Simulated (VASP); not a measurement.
A run of VASP 6.6.1 is set up as follows.

The input INCAR:

```
PREC     = Accurate       # precision mode
ENCUT    = 520            # plane-wave cutoff, eV
EDIFF    = 1E-7           # SCF threshold, eV
ISMEAR   = -1             # smearing method
SIGMA    = 0.05           # smearing width, eV
LREAL    = False          # projectors in reciprocal space
LASPH    = True           # aspherical terms in the spheres
NELM     = 80             # most SCF steps
ALGO     = Normal         # electronic algorithm
ISIF     = 2              # what is computed and relaxed
LWAVE    = False          # write WAVECAR
LCHARG   = True           # write CHGCAR
GGA      = PE             # functional
LELF     = True           # ELF
LVHAR    = True         
NBANDS   = 20             # bands
```

The input KPOINTS:

```
Automatic mesh
0
Gamma
  19 19 11
```

Contents of POSCAR:

```
V
1.0
    2.1897450434      0.0000000000      0.0000000000
   -1.0948725217      1.8963748354      0.0000000000
    0.0000000000      0.0000000000      3.9997644791
V
2
Direct
    0.3333333333      0.6666666667      0.2500000000
    0.6666666667      0.3333333333      0.7500000000
```

Potentials or basis: VASP PAW PBE potentials, release 64 (V_sv).

Launch:

```console
$ cat potpaw_PBE.64/V_sv/POTCAR > POTCAR
$ mpirun -np 1 vasp_std > vasp.out
```

Q: Predict the band gap on the k mesh.

A: Zero (band 13 reaches 20.11 eV, above the bottom of band 14 at 16.58 eV).

Q: What does it give for the pressure?

A: 224.9 GPa.

Stress tensor (GPa, compression positive):
```
225.93   0.00   0.00
  0.00 225.93   0.00
  0.00   0.00 222.98
```
